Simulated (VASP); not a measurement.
# GeSb2Te4 (I-4m2) in VASP: single point with PBE

Aim: the single point of GeSb2Te4 with PBE.

Program: VASP 6.6.1. These are calculated values, not measurements. Logs are shortened: lines on timing, memory, paths and dates and some standing lists are left out, and cuts for length are marked.

## Step 1: The cell of the first run

Symmetry: I-4m2, No. 119, tetragonal system. Conventional cell: a = 6.116 Å, b = 6.116 Å, c = 12.137 Å, α = 90.00°, β = 90.00°, γ = 90.00°. Ge (site symmetry -4m2) has 6 Te at 2.99 to 3.06 Å within 3.9 Å. Within 4.0 Å of Sb (site symmetry -4m2) lie 6 Te at 3.06 to 3.08 Å. Sb (site symmetry -4m2) has 6 Te at 3.06 to 3.08 Å within 4.0 Å. Within 4.0 Å of Te (site symmetry 2mm) lie 2 Ge at 3.06 Å and 3 Sb at 3.06 to 3.08 Å. Te (site symmetry 2mm) has 1 Ge at 2.99 Å and 3 Sb at 3.06 to 3.08 Å within 3.9 Å.

## Step 2: Single point, PBE

Input file INCAR:

```
SYSTEM = GeSb2Te4
ALGO     = Fast           ! electronic algorithm
EDIFF    = 1E-6           ! SCF threshold, eV
ENCUT    = 520            ! plane-wave cutoff, eV
GGA      = PE             ! functional
ISIF     = 2              ! what is computed and relaxed
ISMEAR   = 0              ! smearing method
LASPH    = .True.         ! aspherical terms in the spheres
LCHARG   = .False.        ! write CHGCAR
LREAL    = .False.        ! projectors in reciprocal space
LWAVE    = .False.        ! write WAVECAR
NBANDS   = 33             ! bands
NELM     = 100            ! most SCF steps
PREC     = Accurate       ! precision mode
SIGMA    = 0.1            ! smearing width, eV
```

Input file KPOINTS:

```
k-points
0
Gamma
  10 10 10
  0 0 0
```

Input file POSCAR:

```
GeSb2Te4
1.0
   -3.0580695239      3.0580695239      6.0683161140
    3.0580695239     -3.0580695239      6.0683161140
    3.0580695239      3.0580695239     -6.0683161140
Ge Sb Te
1 2 4
Direct
    0.0000000000      0.0000000000      0.0000000000
    0.5000000000      0.5000000000      0.0000000000
    0.2500000000      0.7500000000      0.5000000000
    0.5038064600      0.0038064600      0.5000000000
    0.2461313605      0.2461313605      0.0000000000
    0.9961935400      0.4961935400      0.5000000000
    0.7538686395      0.7538686395      0.0000000000
```

Potentials or basis: VASP PAW PBE potentials, release 64 (Ge_d, Sb, Te).

Run with:

```
$ cat potpaw_PBE.64/Ge_d/POTCAR potpaw_PBE.64/Sb/POTCAR potpaw_PBE.64/Te/POTCAR > POTCAR
$ mpirun -np 1 vasp_std > vasp.out
```

OUTCAR:

```text
SYSTEM = GeSb2Te4
   EDIFF = 1E-6
   ENCUT = 520
   GGA = PE
   ISIF = 2
   ISMEAR = 0
   LASPH = .True.
   LREAL = .False.
   NELM = 100
   PREC = Accurate

 ion  position               nearest neighbor table
   1  0.000  0.000  0.000-   5 2.99   7 2.99   6 3.06   4 3.06   4 3.06   6 3.06
   2  0.500  0.500  0.000-   4 3.06   6 3.06   4 3.06   6 3.06   5 3.08   7 3.08
   3  0.250  0.750  0.500-   7 3.06   5 3.06   7 3.06   5 3.06   4 3.08   6 3.08
   4  0.504  0.004  0.500-   1 3.06   2 3.06   2 3.06   1 3.06   3 3.08
   5  0.246  0.246  0.000-   1 2.99   3 3.06   3 3.06   2 3.08
   6  0.996  0.496  0.500-   2 3.06   1 3.06   1 3.06   2 3.06   3 3.08
   7  0.754  0.754  0.000-   1 2.99   3 3.06   3 3.06   2 3.08

  LATTYP: Found a body centered tetragonal cell.
 ALAT       =     6.1161390478
 C/A-ratio  =     1.9843617245

  Lattice vectors:

 A1 = (  -3.0580695239,   3.0580695239,   6.0683161140)
 A2 = (   3.0580695239,  -3.0580695239,   6.0683161140)
 A3 = (   3.0580695239,   3.0580695239,  -6.0683161140)

Analysis of symmetry for initial positions (statically):
=====================================================================
 Subroutine PRICEL returns:
 Original cell was already a primitive cell.

 Routine SETGRP: Setting up the symmetry group for a
 body centered tetragonal supercell.

 Subroutine GETGRP returns: Found  8 space group operations
 (whereof  8 operations were pure point group operations)
 out of a pool of 16 trial point group operations.

The static configuration has the point symmetry D_2d.

Analysis of symmetry for dynamics (positions and initial velocities):
=====================================================================
 Subroutine PRICEL returns:
 Original cell was already a primitive cell.

 Routine SETGRP: Setting up the symmetry group for a
 body centered tetragonal supercell.

 Subroutine GETGRP returns: Found  8 space group operations
 (whereof  8 operations were pure point group operations)
 out of a pool of 16 trial point group operations.

The dynamic configuration has the point symmetry D_2d.

 Subroutine INISYM returns: Found  8 space group operations
 (whereof  8 operations are pure point group operations),
 and found     1 'primitive' translations

----------------------------------------------------------------------------------------

                                     Primitive cell

  volume of cell :     226.9985

  direct lattice vectors                    reciprocal lattice vectors
    -3.058069524  3.058069524  6.068316114     0.000000000  0.163501842  0.082395180
     3.058069524 -3.058069524  6.068316114     0.163501842  0.000000000  0.082395180
     3.058069524  3.058069524 -6.068316114     0.163501842  0.163501842  0.000000000

  length of vectors
     7.451713822  7.451713822  7.451713822     0.183089645  0.183089645  0.231226522

  position of ions in fractional coordinates (direct lattice)
     0.000000000  0.000000000  0.000000000
     0.500000000  0.500000000  0.000000000
     0.250000000  0.750000000  0.500000000
     0.503806460  0.003806460  0.500000000
     0.246131361  0.246131361  0.000000000
     0.996193540  0.496193540  0.500000000
     0.753868639  0.753868639  0.000000000

  ion indices of the primitive-cell ions
   primitive index   ion index
                 1           1
                 2           2
                 3           3
                 4           4
                 5           5
                 6           6
                 7           7

----------------------------------------------------------------------------------------

 KPOINTS: k-points

Automatic generation of k-mesh.
 Grid dimensions read from file:
 generate k-points for:   10   10   10

 Generating k-lattice:

  Cartesian coordinates                     Fractional coordinates (reciprocal lattice)
     0.000000000  0.016350184  0.008239518     0.100000000  0.000000000  0.000000000
     0.016350184  0.000000000  0.008239518     0.000000000  0.100000000  0.000000000
     0.016350184  0.016350184  0.000000000     0.000000000  0.000000000  0.100000000

  Length of vectors
     0.018308964  0.018308964  0.023122652

  Shift w.r.t. Gamma in fractional coordinates (k-lattice)
     0.000000000  0.000000000  0.000000000

 Subroutine IBZKPT returns following result:
 ===========================================

 Found    102 irreducible k-points:

 Following reciprocal coordinates:
            Coordinates               Weight
  0.000000  0.000000  0.000000      1.000000
  0.100000 -0.000000  0.000000      8.000000
  0.200000 -0.000000  0.000000      8.000000
  0.300000  0.000000  0.000000      8.000000
  0.400000 -0.000000  0.000000      8.000000
  0.500000 -0.000000  0.000000      4.000000
[... 16 lines left out ...]
  0.300000  0.300000  0.000000      8.000000
  0.400000  0.300000  0.000000     16.000000
 [... further k-points ...]
   k-points           NKPTS =    102   k-points in BZ     NKDIM =    102   number of bands    NBANDS=     33
   number of dos      NEDOS =    301   number of ions     NIONS =      7
   total plane-waves  NPLWV = 175616
   dimension x,y,z NGX =    56 NGY =   56 NGZ =   56
   dimension x,y,z NGXF=   112 NGYF=  112 NGZF=  112
   ions per type =               1   2   4
   NGX,Y,Z   is equivalent  to a cutoff of  12.49, 12.49, 12.49 a.u.
   NGXF,Y,Z  is equivalent  to a cutoff of  24.99, 24.99, 24.99 a.u.
 SYSTEM =  GeSb2Te4
   PREC   = accura    normal or accurate (medium, high low for compatibility)
   ISTART =      0    job   : 0-new  1-cont  2-samecut
   ICHARG =      2    charge: 1-file 2-atom 10-const
   ISPIN  =      1    spin polarized calculation?
   LNONCOLLINEAR =      F non collinear calculations
   LSORBIT =      F    spin-orbit coupling
   LASPH  =      T    aspherical Exc in radial PAW
   ENCUT  =  520.0 eV  38.22 Ry    6.18 a.u.  13.86 13.86 13.86*2*pi/ulx,y,z
   NELM   =    100;   NELMIN=  2; NELMDL= -5     # of ELM steps
   EDIFF  = 0.1E-05   stopping-criterion for ELM
   LREAL  =      F    real-space projection
   EDIFFG = 0.1E-04   stopping-criterion for IOM
   NSW    =      0    number of steps for IOM
   IBRION =     -1    ionic relax: 0-MD 1-quasi-New 2-CG
   NFREE  =      0    steps in history (QN), initial steepest desc. (CG)
   ISIF   =      2    stress and relaxation
   ISYM   =      2    0-nonsym 1-usesym 2-fastsym
   POTIM  = 0.5000    time-step for ionic-motion
   TEBEG  =    0.0;   TEEND  =   0.0 temperature during run
   PSTRESS=    0.0 pullay stress
   NELECT =      48.0000    total number of electrons
   NUPDOWN=      -1.0000    fix difference up-down
   EMIN   =  10.00;   EMAX   =-10.00  energy-range for DOS
   EFERMI =   0.00;   METHOD = LEGACY
   ISMEAR =     0;   SIGMA  =   0.10  broadening in eV -4-tet -1-fermi 0-gaus
   EFERMI_NEDOS =   21; number of points for ismear=-14 and -15
   IALGO  =     68    algorithm
   IMIX   =      4    mixing-type and parameters
     AMIX     =   0.40;   BMIX     =  1.00
     AMIX_MAG =   1.60;   BMIX_MAG =  1.00
  volume/ion in A,a.u.               =      32.43       218.84
  Fermi-wavevector in a.u.,A,eV,Ry     =   0.975321  1.843090 12.942558  0.951251
  Thomas-Fermi vector in A             =   2.105851
   LORBIT       =      0    0 simple, 1 ext, 2 COOP (PROOUT), +10 PAW based schemes
   GGA     = PE    functional components
   LHFCALC =     F    Hartree Fock is set to
   AEXX    =    0.0000 exact exchange contribution
   IVDW    =     0    specifies the selected vdW correction
   LEPSILON=     F    determine dielectric tensor
   LRPA    =     F    only Hartree local field effects (RPA)
 non-spin polarized calculation
 RMM-DIIS sequential band-by-band and
 Gauss-broadening in eV      SIGMA  =   0.10
  energy-cutoff  :      520.00
  volume of cell :      227.00
 maximum number of plane-waves:      6140
   NGX = 27   NGY = 27   NGZ = 27

 number of electron      48.0000010 magnetization

 Free energy of the ion-electron system (eV)
  ---------------------------------------------------
  ext. energy  EPLUGINS =         0.00000000
  ---------------------------------------------------
  free energy    TOTEN  =       -25.43290074 eV

  energy without entropy =      -25.42590757  energy(sigma->0) =      -25.42940416

 E-fermi :   5.3950     XC(G=0):  -9.1229

 val. band max:        5.3914451625   @ k =   0.5000   0.5000   0.0000
 cond. band min:       5.4050890545   @ k =   0.4000   0.2000   0.1000
 fundamental gap:      0.0136438920
 Fermi energy:         5.3950498693

 k-point     1 :       0.0000    0.0000    0.0000
  band No.  band energies     occupation
      1     -19.4343      2.00000
      2     -19.4299      2.00000
      3     -19.4173      2.00000
      4     -19.4146      2.00000
      5     -19.4146      2.00000
      6      -7.3363      2.00000
[... 25 lines left out ...]
     32      10.6742      0.00000
     33      10.7743      0.00000

 k-point     2 :       0.1000   -0.0000    0.0000
  band No.  band energies     occupation
      1     -19.4343      2.00000
      2     -19.4299      2.00000
      3     -19.4173      2.00000
      4     -19.4146      2.00000
      5     -19.4146      2.00000
      6      -7.2970      2.00000
[... 25 lines left out ...]
     32      10.5998      0.00000
     33      10.8495      0.00000

 k-point     3 :       0.2000   -0.0000    0.0000
  band No.  band energies     occupation
      1     -19.4342      2.00000
      2     -19.4299      2.00000
      3     -19.4173      2.00000
      4     -19.4146      2.00000
      5     -19.4146      2.00000
      6      -7.1808      2.00000
[... 25 lines left out ...]
     32      10.1208      0.00000
     33      10.3570      0.00000

 k-point     4 :       0.3000    0.0000    0.0000
  band No.  band energies     occupation
      1     -19.4342      2.00000
      2     -19.4299      2.00000
      3     -19.4173      2.00000
      4     -19.4146      2.00000
      5     -19.4146      2.00000
      6      -6.9941      2.00000
[... 25 lines left out ...]
     32       9.8456      0.00000
     33       9.8934      0.00000

 k-point     5 :       0.4000   -0.0000    0.0000
  band No.  band energies     occupation
      1     -19.4342      2.00000
      2     -19.4299      2.00000
      3     -19.4173      2.00000
      4     -19.4146      2.00000
      5     -19.4146      2.00000
      6      -6.7571      2.00000
[... 604 lines left out ...]
 k-point    22 :      -0.2000    0.2000    0.0000
  band No.  band energies     occupation
      1     -19.4342      2.00000
      2     -19.4299      2.00000
      3     -19.4173      2.00000
      4     -19.4146      2.00000
      5     -19.4146      2.00000
      6      -7.0834      2.00000
[... 25 lines left out ...]
     32       9.5457      0.00000
     33       9.6700      0.00000

 k-point    23 :       0.3000    0.3000    0.0000
  band No.  band energies     occupation
      1     -19.4342      2.00000
      2     -19.4299      2.00000
      3     -19.4173      2.00000
      4     -19.4146      2.00000
      5     -19.4146      2.00000
      6      -6.5464      2.00000
[... 25 lines left out ...]
     32       8.5562      0.00000
     33       9.1328      0.00000

 k-point    24 :       0.4000    0.3000    0.0000
  band No.  band energies     occupation
      1     -19.4342      2.00000
      2     -19.4299      2.00000
      3     -19.4173      2.00000
      4     -19.4146      2.00000
      5     -19.4146      2.00000
      6      -6.3110      2.00000
[... 25 lines left out ...]
     32       8.3962      0.00000
     33       9.5454      0.00000

 [... further k-points ...]

------------------------ aborting loop because EDIFF is reached ----------------------------------------

  FORCE on cell =-STRESS in cart. coord.  units (eV):
  Direction    XX          YY          ZZ          XY          YZ          ZX
  --------------------------------------------------------------------------------------
  -------------------------------------------------------------------------------------
  Total       -0.0508242     -0.0508242     -0.0572106      0.0000000      0.0000000     -0.0000000
  in kB       -0.3587220     -0.3587220     -0.4037980      0.0000000      0.0000000     -0.0000000
  external PRESSURE =      -0.3737473 kB  Pullay stress =       0.0000000 kB

 VOLUME and BASIS-vectors are now :
 -----------------------------------------------------------------------------
  energy-cutoff  :      520.00
  volume of cell :      227.00
      direct lattice vectors                 reciprocal lattice vectors
    -3.058069524  3.058069524  6.068316114     0.000000000  0.163501842  0.082395180
     3.058069524 -3.058069524  6.068316114     0.163501842  0.000000000  0.082395180
     3.058069524  3.058069524 -6.068316114     0.163501842  0.163501842  0.000000000

 POSITION                                       TOTAL-FORCE (eV/Angst)
 -----------------------------------------------------------------------------------
      0.00000      0.00000      0.00000         0.000000     -0.000000      0.000000
      0.00000      0.00000      6.06832         0.000000     -0.000000      0.000000
      3.05807      0.00000      3.03416         0.000000     -0.000000      0.000000
      0.00000      3.05807      0.04620        -0.000000      0.000000     -0.010421
      0.00000      0.00000      2.98721         0.000000     -0.000000      0.004592
      0.00000      3.05807      6.02212        -0.000000      0.000000      0.010421
      0.00000      0.00000      9.14943         0.000000     -0.000000     -0.004592
 -----------------------------------------------------------------------------------
    total drift:                               -0.000000      0.000000     -0.000000

  FREE ENERGIE OF THE ION-ELECTRON SYSTEM (eV)
  ---------------------------------------------------
  free  energy   TOTEN  =       -25.4329007432 eV

  energy  without entropy=      -25.4259075698  energy(sigma->0) =      -25.42940416
```

It took 30 min on 1 thread of Oxide Virtual Turin-like, shared host; peak memory 0.9 GiB.

Results:

```yaml
Free_energy: -25.4329 eV
Pressure: 0.0 GPa
Largest_force: 0.010 eV/Å
Band_gap_on_the_k_mesh: zero (bands 24 and 25 overlap by 0.16 eV)
```

Forces in eV/Å, atoms in the order of the input:
```
Ge   0.000  0.000  0.000
Sb   0.000  0.000  0.000
Sb   0.000  0.000  0.000
Te   0.000  0.000 -0.010
Te   0.000  0.000  0.005
Te   0.000  0.000  0.010
Te   0.000  0.000 -0.005
```

Caveat: spin-orbit coupling is left out, which moves the levels of the heavy elements.
